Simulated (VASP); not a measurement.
Write the native input for VASP 6.6.1 that does the following.

```yaml
Task: single point
Functional: PBE
Potentials_or_basis: VASP PAW PBE potentials, release 64 (Al, As)
Cutoff: 500 eV
k_mesh: 6 × 4 × 6
Occupations: gaussian, width 0.02 eV
Spin: non-collinear spin, zero start, spin-orbit coupling
Starting_moments: "[[0.0, 0.0, 0.0], [0.0, 0.0, 0.0], [0.0, 0.0, 0.0], [0.0, 0.0, 0.0]] μB"
Dipole_correction: no
Further_INCAR_settings: ALGO = Normal; EDIFF = 1e-06; NBANDS = 30
```

The structure of AlAs lies in POSCAR:

```
AlAs
1.0
    4.0501042812      0.0000000000      0.0000000000
    0.0000000000      5.7277124279      0.0000000000
    0.0000000000      0.0000000000      4.0501042812
Al As
2 2
Direct
    0.0000000000      0.0000000000      0.0000000000
    0.5000000000      0.5000000000      0.5000000000
    0.5000000000      0.2500000000      0.0000000000
    0.0000000000      0.7500000000      0.5000000000
```

The input as run:

INCAR

```
SYSTEM = AlAs
ALGO = Normal
EDIFF = 1E-6
ENCUT = 500
GGA = PE
GGA_COMPAT = .FALSE.
ISIF = 2
ISMEAR = 0
LASPH = .TRUE.
LCHARG = .FALSE.
LNONCOLLINEAR = .TRUE.
LORBIT = 11
LORBMOM = .TRUE.
LREAL = .FALSE.
LSORBIT = .TRUE.
LWAVE = .FALSE.
MAGMOM = 0 0 0 0 0 0 0 0 0 0 0 0
NBANDS = 30
NELM = 200
PREC = Accurate
SIGMA = 0.02
```

KPOINTS

```
k-points
0
G
  6 4 6
  0 0 0
```

Potentials or basis: VASP PAW PBE potentials, release 64 (Al, As).

Run with:

```console
$ cat potpaw_PBE.64/Al/POTCAR potpaw_PBE.64/As/POTCAR > POTCAR
$ mpirun -np 1 vasp_ncl > vasp.out
```

It gave:

The pressure is 0.2 GPa. The net moment is 0.00 μB per cell and the valence electrons inside the program's atomic spheres are Al 0.76; As 2.88.

Wall time 3.6 min on 1 thread of Oxide Virtual Turin-like Processor, with other jobs on the host, peak memory 0.37 GiB.
